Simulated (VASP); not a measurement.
The system is TaRh3.

```
CELL_PARAMETERS angstrom
3.86000 0.00000 0.00000
0.00000 3.86000 0.00000
0.00000 0.00000 3.86000
ATOMIC_POSITIONS crystal
Ta 0.00000 0.00000 0.00000
Rh 0.00000 0.50000 0.50000
Rh 0.50000 0.00000 0.50000
Rh 0.50000 0.50000 0.00000
```

| Item | Value |
| --- | --- |
| Program | VASP 6.6.1 |
| Task | relaxation of cell and atoms |
| Functional | LDA |
| Potentials or basis | VASP PAW LDA potentials, release 64 (Ta_pv, Rh_pv) |
| Cutoff | 600 eV |
| k mesh | 11 × 11 × 11 |
| Occupations | fermi-dirac, width 0.05 eV |
| Spin | no spin polarisation |

At the start: pressure -8.2 GPa; volume 14.38 Å³/atom.

**Question.** How do energy, volume and symmetry change on relaxing?

**Answer.** Over 4 steps the energy falls by 10.4 meV/atom and the volume is 13.98 Å³/atom (-2.8 %); space group Pm-3m (No. 221, to 0.1 Å) before and after.

The path:
| step | energy change (eV) | largest force (eV/Å) | pressure (GPa) | volume (Å³) |
| --- | --- | --- | --- | --- |
| 1 | 0.0000 | 0.0000 | -8.16 | 57.51 |
| 2 | 0.3315 | 0.0000 | 30.03 | 51.63 |
| 3 | -0.0414 | 0.0000 | -0.29 | 55.97 |
| 4 | -0.0415 | 0.0000 | -0.02 | 55.93 |

Final structure:
```
Ta Rh
1.0
     3.82425    0.00000    0.00000
     0.00000    3.82425    0.00000
     0.00000    0.00000    3.82425
Ta Rh
1 3
Cartesian
  0.0000 0.0000 0.0000
  0.0000 1.9121 1.9121
  1.9121 0.0000 1.9121
  1.9121 1.9121 0.0000
```
